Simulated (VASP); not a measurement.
Input of a VASP 6.6.1 run:

Contents of INCAR:

```
PREC = Accurate
ENCUT = 520
EDIFF = 1E-6
ISMEAR = -1
SIGMA = 0.02
LREAL = F
LASPH = T
NELM = 80
ALGO = Normal
ISIF = 2
LWAVE = F
LCHARG = F
GGA = PE
NBANDS = 10
```

File KPOINTS:

```
regular mesh
0
Gamma
  10 10 10
```

Contents of POSCAR:

```
Cl
1.0
    1.7384932067      1.7384932067      1.7384932067
   -1.7384932067      1.7384932067      1.7384932067
   -1.7384932067     -1.7384932067      1.7384932067
Cl
1
Direct
    0.0000000000      0.0000000000      0.0000000000
```

Potentials or basis: VASP PAW PBE potentials, release 64 (Cl).

Command:

```sh
$ cat potpaw_PBE.64/Cl/POTCAR > POTCAR
$ mpirun -np 1 vasp_std > vasp.out
```

Q: Estimate the pressure.

A: 0.6 GPa.

Caveat: an odd number of electrons without spin polarisation forces a metal; a magnetic or distorted state may lie lower.
